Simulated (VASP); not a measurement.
# Cr (Im-3m) in VASP: a series of runs

The runs below take Cr through single point, relaxation of cell and atoms, with PBE.

Program: VASP 6.6.1. These are calculated values, not measurements. Logs are shortened: lines on timing, memory, paths and dates and some standing lists are left out, and cuts for length are marked.

### 1 The cell of the first run

It takes space group Im-3m (No. 229, cubic). Conventional cell: a = 2.863 Å, b = 2.863 Å, c = 2.863 Å, α = 90.00°, β = 90.00°, γ = 90.00°. Cr (site symmetry m-3m) has 14 Cr at 2.48 to 2.86 Å within 3.3 Å.

### 2 Single point, PBE, collinear spin, antiferromagnetic start

File INCAR:

```
ALGO = Normal ; EDIFF = 1E-6
ENCUT = 520 ; GGA = PE
ISIF = 2 ; ISMEAR = 0
ISPIN = 2 ; LASPH = True
LCHARG = False ; LMAXMIX = 4
LORBIT = 11 ; LREAL = False
LWAVE = False ; MAGMOM = -1.83 1.83
NBANDS = 23 ; NELM = 150
PREC = Accurate ; SIGMA = 0.1
```

File KPOINTS:

```
k-points
0
Gamma
  6 6 6
```

File POSCAR:

```
Cr
1.0
    2.8634998966      0.0000000000      0.0000000000
    0.0000000000      2.8634998966      0.0000000000
    0.0000000000      0.0000000000      2.8634998966
Cr
2
Direct
    0.0000000000      0.0000000000      0.0000000000
    0.5000000000      0.5000000000      0.5000000000
```

Potentials or basis: VASP PAW PBE potentials, release 64 (Cr_pv).

Command:

```
cat potpaw_PBE.64/Cr_pv/POTCAR > POTCAR
mpirun -np 1 vasp_std > vasp.out
```

OUTCAR:

```text
EDIFF = 1E-6
   ENCUT = 520
   GGA = PE
   ISIF = 2
   ISMEAR = 0
   ISPIN = 2
   LASPH = True
   LORBIT = 11
   LREAL = False
   NELM = 150
   PREC = Accurate

 ion  position               nearest neighbor table
   1  0.000  0.000  0.000-   2 2.48   2 2.48   2 2.48   2 2.48   2 2.48   2 2.48   2 2.48   2 2.48

   2  0.500  0.500  0.500-   1 2.48   1 2.48   1 2.48   1 2.48   1 2.48   1 2.48   1 2.48   1 2.48

  LATTYP: Found a simple cubic cell.
 ALAT       =     2.8634998966

  Lattice vectors:

 A1 = (   2.8634998966,   0.0000000000,   0.0000000000)
 A2 = (   0.0000000000,   2.8634998966,   0.0000000000)
 A3 = (   0.0000000000,   0.0000000000,   2.8634998966)

Analysis of symmetry for initial positions (statically):
=====================================================================
 Subroutine PRICEL returns following result:

  LATTYP: Found a body centered cubic cell.
 ALAT       =     2.8634998966

  Lattice vectors:

 A1 = (   1.4317499483,   1.4317499483,  -1.4317499483)
 A2 = (  -1.4317499483,   1.4317499483,   1.4317499483)
 A3 = (   1.4317499483,  -1.4317499483,   1.4317499483)

   2 primitive cells build up your supercell.

 Routine SETGRP: Setting up the symmetry group for a
 simple cubic supercell.

 Subroutine GETGRP returns: Found 48 space group operations
 (whereof 48 operations were pure point group operations)
 out of a pool of 48 trial point group operations.

The static configuration has the point symmetry O_h .

Analysis of symmetry for dynamics (positions and initial velocities):
=====================================================================
 Subroutine PRICEL returns following result:

  LATTYP: Found a body centered cubic cell.
 ALAT       =     2.8634998966

  Lattice vectors:

 A1 = (   1.4317499483,   1.4317499483,  -1.4317499483)
 A2 = (  -1.4317499483,   1.4317499483,   1.4317499483)
 A3 = (   1.4317499483,  -1.4317499483,   1.4317499483)

   2 primitive cells build up your supercell.

 Routine SETGRP: Setting up the symmetry group for a
 simple cubic supercell.

 Subroutine GETGRP returns: Found 48 space group operations
 (whereof 48 operations were pure point group operations)
 out of a pool of 48 trial point group operations.

The dynamic configuration has the point symmetry O_h .

Analysis of structural, dynamic, and magnetic symmetry:
=====================================================================
 Subroutine PRICEL returns following result:

  LATTYP: Found a body centered cubic cell.
 ALAT       =     2.8634998966

  Lattice vectors:

 A1 = (   1.4317499483,   1.4317499483,  -1.4317499483)
 A2 = (  -1.4317499483,   1.4317499483,   1.4317499483)
 A3 = (   1.4317499483,  -1.4317499483,   1.4317499483)

   2 primitive cells build up your supercell.

 Routine SETGRP: Setting up the symmetry group for a
 simple cubic supercell.

 Subroutine GETGRP returns: Found 48 space group operations
 (whereof 48 operations were pure point group operations)
 out of a pool of 48 trial point group operations.

The overall configuration has the point symmetry O_h .

 Subroutine INISYM returns: Found 48 space group operations
 (whereof 48 operations are pure point group operations),
 and found     2 'primitive' translations

----------------------------------------------------------------------------------------

                                     Primitive cell

  volume of cell :      11.7398

  direct lattice vectors                    reciprocal lattice vectors
     1.431749948  1.431749948 -1.431749948     0.349222991  0.349222991  0.000000000
    -1.431749948  1.431749948  1.431749948    -0.000000000  0.349222991  0.349222991
     1.431749948 -1.431749948  1.431749948     0.349222991  0.000000000  0.349222991

  length of vectors
     2.479863654  2.479863654  2.479863654     0.493875891  0.493875891  0.493875891

  position of ions in fractional coordinates (direct lattice)
     0.000000000  0.000000000  0.000000000

  ion indices of the primitive-cell ions
   primitive index   ion index
                 1           1

----------------------------------------------------------------------------------------

 KPOINTS: k-points

Automatic generation of k-mesh.
 Grid dimensions read from file:
 generate k-points for:    6    6    6

 Generating k-lattice:

  Cartesian coordinates                     Fractional coordinates (reciprocal lattice)
     0.058203832  0.000000000  0.000000000     0.166666667  0.000000000  0.000000000
     0.000000000  0.058203832  0.000000000     0.000000000  0.166666667  0.000000000
     0.000000000  0.000000000  0.058203832     0.000000000  0.000000000  0.166666667

  Length of vectors
     0.058203832  0.058203832  0.058203832

  Shift w.r.t. Gamma in fractional coordinates (k-lattice)
     0.000000000  0.000000000  0.000000000

 Subroutine IBZKPT returns following result:
 ===========================================

 Found     20 irreducible k-points:

 Following reciprocal coordinates:
            Coordinates               Weight
  0.000000  0.000000  0.000000      1.000000
  0.166667  0.000000  0.000000      6.000000
  0.333333  0.000000  0.000000      6.000000
  0.500000  0.000000  0.000000      3.000000
  0.166667  0.166667  0.000000     12.000000
  0.333333  0.166667  0.000000     24.000000
[... 12 lines left out ...]
  0.500000  0.500000  0.333333      6.000000
  0.500000  0.500000  0.500000      1.000000
   k-points           NKPTS =     20   k-points in BZ     NKDIM =     20   number of bands    NBANDS=     23
   number of dos      NEDOS =    301   number of ions     NIONS =      2
   total plane-waves  NPLWV =  13824
   dimension x,y,z NGX =    24 NGY =   24 NGZ =   24
   dimension x,y,z NGXF=    48 NGYF=   48 NGZF=   48
   ions per type =               2
   NGX,Y,Z   is equivalent  to a cutoff of  13.93, 13.93, 13.93 a.u.
   NGXF,Y,Z  is equivalent  to a cutoff of  27.87, 27.87, 27.87 a.u.
 SYSTEM =  unknown system
   PREC   = accura    normal or accurate (medium, high low for compatibility)
   ISTART =      0    job   : 0-new  1-cont  2-samecut
   ICHARG =      2    charge: 1-file 2-atom 10-const
   ISPIN  =      2    spin polarized calculation?
   LNONCOLLINEAR =      F non collinear calculations
   LSORBIT =      F    spin-orbit coupling
   LASPH  =      T    aspherical Exc in radial PAW
   ENCUT  =  520.0 eV  38.22 Ry    6.18 a.u.   5.32  5.32  5.32*2*pi/ulx,y,z
   NELM   =    150;   NELMIN=  2; NELMDL= -5     # of ELM steps
   EDIFF  = 0.1E-05   stopping-criterion for ELM
   LREAL  =      F    real-space projection
   EDIFFG = 0.1E-04   stopping-criterion for IOM
   NSW    =      0    number of steps for IOM
   IBRION =     -1    ionic relax: 0-MD 1-quasi-New 2-CG
   NFREE  =      0    steps in history (QN), initial steepest desc. (CG)
   ISIF   =      2    stress and relaxation
   ISYM   =      2    0-nonsym 1-usesym 2-fastsym
   POTIM  = 0.5000    time-step for ionic-motion
   TEBEG  =    0.0;   TEEND  =   0.0 temperature during run
   PSTRESS=    0.0 pullay stress
   NELECT =      24.0000    total number of electrons
   NUPDOWN=      -1.0000    fix difference up-down
   EMIN   =  10.00;   EMAX   =-10.00  energy-range for DOS
   EFERMI =   0.00;   METHOD = LEGACY
   ISMEAR =     0;   SIGMA  =   0.10  broadening in eV -4-tet -1-fermi 0-gaus
   EFERMI_NEDOS =   21; number of points for ismear=-14 and -15
   IALGO  =     38    algorithm
   IMIX   =      4    mixing-type and parameters
     AMIX     =   0.40;   BMIX     =  1.00
     AMIX_MAG =   1.60;   BMIX_MAG =  1.00
  volume/ion in A,a.u.               =      11.74        79.22
  Fermi-wavevector in a.u.,A,eV,Ry     =   1.649104  3.116355 37.001647  2.719544
  Thomas-Fermi vector in A             =   2.738280
   LORBIT       =     11    0 simple, 1 ext, 2 COOP (PROOUT), +10 PAW based schemes
   GGA     = PE    functional components
   LHFCALC =     F    Hartree Fock is set to
   AEXX    =    0.0000 exact exchange contribution
   IVDW    =     0    specifies the selected vdW correction
   LEPSILON=     F    determine dielectric tensor
   LRPA    =     F    only Hartree local field effects (RPA)
 spin polarized calculation
 Gauss-broadening in eV      SIGMA  =   0.10
  energy-cutoff  :      520.00
  volume of cell :       23.48
 maximum number of plane-waves:       648
 NGX is ok and might be reduce to    24
   NGX = 11   NGY = 11   NGZ = 11

 number of electron      23.9999978 magnetization      -0.0000000

 number of electron      23.9999978 magnetization       0.0000000

 Free energy of the ion-electron system (eV)
  ---------------------------------------------------
  ext. energy  EPLUGINS =         0.00000000
  ---------------------------------------------------
  free energy    TOTEN  =       -19.06980598 eV

  energy without entropy =      -19.06734365  energy(sigma->0) =      -19.06857481

 E-fermi :  10.7149     XC(G=0): -13.5674

 val. band max:       10.6154783501   @ k =   0.5000   0.5000   0.1667
 cond. band min:      10.8187948769   @ k =   0.5000   0.1667   0.0000
 fundamental gap:      0.2033165268
 Fermi energy:        10.7149254696

 spin component 1

 k-point     1 :       0.0000    0.0000    0.0000
  band No.  band energies     occupation
      1     -32.8224      1.00000
      2     -32.8224      1.00000
      3     -32.8224      1.00000
      4     -31.6458      1.00000
      5     -31.6458      1.00000
      6     -31.6458      1.00000
[... 493 lines left out ...]
      6     -31.8615      1.00000
[... 15 lines left out ...]
     22      20.9986      0.00000
     23      20.9986      0.00000
 Fermi energy:        10.7149254696

 spin component 2

 k-point     1 :       0.0000    0.0000    0.0000
  band No.  band energies     occupation
      1     -32.8224      1.00000
      2     -32.8224      1.00000
      3     -32.8224      1.00000
      4     -31.6458      1.00000
      5     -31.6458      1.00000
      6     -31.6458      1.00000
[... 509 lines left out ...]
     22      20.9986      0.00000
     23      20.9986      0.00000

------------------------ aborting loop because EDIFF is reached ----------------------------------------

  FORCE on cell =-STRESS in cart. coord.  units (eV):
  Direction    XX          YY          ZZ          XY          YZ          ZX
  --------------------------------------------------------------------------------------
  -------------------------------------------------------------------------------------
  Total       -0.0217800     -0.0217800     -0.0217800      0.0000000     -0.0000000     -0.0000000
  in kB       -1.4861978     -1.4861978     -1.4861978      0.0000000     -0.0000000     -0.0000000
  external PRESSURE =      -1.4861978 kB  Pullay stress =       0.0000000 kB

 VOLUME and BASIS-vectors are now :
 -----------------------------------------------------------------------------
  energy-cutoff  :      520.00
  volume of cell :       23.48
      direct lattice vectors                 reciprocal lattice vectors
     2.863499897  0.000000000  0.000000000     0.349222991  0.000000000  0.000000000
     0.000000000  2.863499897  0.000000000     0.000000000  0.349222991  0.000000000
     0.000000000  0.000000000  2.863499897     0.000000000  0.000000000  0.349222991

 POSITION                                       TOTAL-FORCE (eV/Angst)
 -----------------------------------------------------------------------------------
      0.00000      0.00000      0.00000         0.000000      0.000000      0.000000
      1.43175      1.43175      1.43175        -0.000000     -0.000000     -0.000000
 -----------------------------------------------------------------------------------
    total drift:                                0.000000      0.000000     -0.000000

  FREE ENERGIE OF THE ION-ELECTRON SYSTEM (eV)
  ---------------------------------------------------
  free  energy   TOTEN  =       -19.0698059789 eV

  energy  without entropy=      -19.0673436482  energy(sigma->0) =      -19.06857481

 total charge

# of ion       s       p       d       tot
------------------------------------------
    1        0.435   6.399   4.189  11.023
    2        0.435   6.399   4.189  11.023
--------------------------------------------------
tot          0.869  12.798   8.379  22.046

 magnetization (x)

# of ion       s       p       d       tot
------------------------------------------
    1       -0.012  -0.008  -0.992  -1.012
    2        0.012   0.008   0.992   1.012
--------------------------------------------------
tot          0.000   0.000   0.000   0.000
```

It took 11 s on 1 thread of AMD EPYC 9R45 (Zen 5), shared host; peak memory 0.12 GiB.

What came out:

```yaml
Free_energy: -19.0698 eV
Pressure: -0.1 GPa
Band_gap_on_the_k_mesh: zero (filled and empty bands overlap)
Net_moment: 0.00 μB per cell
Site_moments: Cr -1.01, +1.01 μB
Valence_electrons_inside_the_program's_atomic_spheres: Cr 11.02
```

Levels at points of the mesh, in eV from the Fermi level:
Spin up:
| k point | band 8 | band 9 | band 10 | band 11 | band 12 | band 13 | band 14 | band 15 | band 16 | band 17 |
| --- | --- | --- | --- | --- | --- | --- | --- | --- | --- | --- |
| (0.00, 0.00, 0.00) | -4.17 | -4.17 | -0.89 | -0.89 | -0.89 | 1.22 | 1.22 | 2.56 | 2.56 | 2.56 |
| (0.50, 0.00, 0.00) | -3.76 | -2.03 | -1.34 | -0.78 | -0.78 | 0.14 | 0.14 | 0.23 | 1.28 | 2.21 |
| (0.50, 0.50, 0.00) | -4.25 | -2.37 | -2.37 | 1.10 | 1.11 | 1.11 | 1.12 | 1.32 | 1.95 | 2.91 |
| (0.50, 0.50, 0.50) | -2.55 | -2.55 | -1.91 | -1.91 | -1.91 | 1.18 | 1.18 | 2.01 | 2.01 | 6.51 |
Spin down:
```tsv
k point	band 10	band 11	band 12	band 13	band 14	band 15
(0.00, 0.00, 0.00)	-0.89	-0.89	-0.89	1.22	1.22	2.56
(0.50, 0.00, 0.00)	-1.34	-0.78	-0.78	0.14	0.14	0.23
(0.50, 0.50, 0.00)	-2.37	1.10	1.11	1.11	1.12	1.32
(0.50, 0.50, 0.50)	-1.91	-1.91	-1.91	1.18	1.18	2.01
```

Caveat: the k points lie up to 0.37 Å⁻¹ apart.

### 3 Relaxation of cell and atoms, PBE, collinear spin, antiferromagnetic start

This run uses another cell than the first one, of 13.08 Å³/atom, 1.115 times its volume.

File INCAR:

```
  ALGO = Fast
  EDIFF = 1E-6
  EDIFFG = -0.05
  ENCUT = 600
  GGA = PE
  IBRION = 2
  ISIF = 3
  ISMEAR = 0
  ISPIN = 2
  LASPH = T
  LCHARG = F
  LMAXMIX = 4
  LORBIT = 11
  LREAL = F
  LWAVE = F
  MAGMOM = -1.83 1.83
  NELM = 150
  NSW = 100
  PREC = Accurate
  SIGMA = 0.1
```

KPOINTS is that of step 2.

File POSCAR:

```
Cr
1.0
    2.9688993551      0.0000000000      0.0000000000
    0.0000000000      2.9688993551      0.0000000000
    0.0000000000      0.0000000000      2.9688993551
Cr
2
Direct
    0.0000000000      0.0000000000      0.0000000000
    0.5000000000      0.5000000000      0.5000000000
```

Potentials or basis: VASP PAW PBE potentials, release 64 (Cr_pv).

Command:

```
cat potpaw_PBE.64/Cr_pv/POTCAR > POTCAR
mpirun -np 1 vasp_std > vasp.out
```

It took 50 s on 1 thread of AMD EPYC 9R45 (Zen 5), shared host; peak memory 0.13 GiB.

It converged, with:

| Item | Value |
| --- | --- |
| Free energy | -19.0640 eV |
| Relaxed volume | 11.53 Å³/atom |
| Relaxed cell | a = 2.847 Å, b = 2.847 Å, c = 2.847 Å, α = 90.00°, β = 90.00°, γ = 90.00° |
| Space group after relaxing (to 0.05 Å) | Im-3m (No. 229) |
| Energy gained by relaxing | 63.2 meV/atom |
| Ionic steps | 4 |
| Pressure after relaxing | -0.2 GPa |
| Band gap on the k mesh | zero (filled and empty bands overlap) |
| Net moment | 0.00 μB per cell |
| Valence electrons inside the program's atomic spheres | Cr 11.06 |

Step by step:
| step | energy change (eV) | largest force (eV/Å) | pressure (GPa) | volume (Å³) |
| --- | --- | --- | --- | --- |
| 1 | 0.0000 | 0.0000 | -13.55 | 26.17 |
| 2 | -0.0994 | 0.0000 | 10.75 | 22.20 |
| 3 | -0.1222 | 0.0000 | -3.76 | 23.39 |
| 4 | -0.1263 | 0.0000 | -0.21 | 23.07 |

Final structure:
```
Cr
1.0
     2.84657    0.00000    0.00000
     0.00000    2.84657    0.00000
     0.00000    0.00000    2.84657
Cr
2
Direct
  0.00000 0.00000 0.00000
  0.50000 0.50000 0.50000
```

Levels at points of the mesh, in eV from the Fermi level:
Spin up:
| k point | band 8 | band 9 | band 10 | band 11 | band 12 | band 13 | band 14 | band 15 | band 16 |
| --- | --- | --- | --- | --- | --- | --- | --- | --- | --- |
| (0.00, 0.00, 0.00) | -4.23 | -4.23 | -0.83 | -0.83 | -0.83 | 1.22 | 1.22 | 2.53 | 2.53 |
| (0.50, 0.00, 0.00) | -3.87 | -1.73 | -1.72 | -0.33 | -0.33 | -0.32 | -0.32 | 0.75 | 2.63 |
| (0.50, 0.50, 0.00) | -4.35 | -2.38 | -2.38 | 1.21 | 1.21 | 1.22 | 1.22 | 1.56 | 1.57 |
| (0.50, 0.50, 0.50) | -2.25 | -2.25 | -2.24 | -2.24 | -2.24 | 1.62 | 1.62 | 1.63 | 1.63 |
Spin down:
```
           k point  band 10  band 11  band 12  band 13  band 14  band 15
(0.00, 0.00, 0.00)    -0.83    -0.83    -0.83     1.22     1.22     2.53
(0.50, 0.00, 0.00)    -1.72    -0.33    -0.33    -0.32    -0.32     0.75
(0.50, 0.50, 0.00)    -2.38     1.21     1.21     1.22     1.22     1.56
(0.50, 0.50, 0.50)    -2.24    -2.24    -2.24     1.62     1.62     1.63
```

Caveat: the starting moments collapsed, and a magnetic state may lie lower.
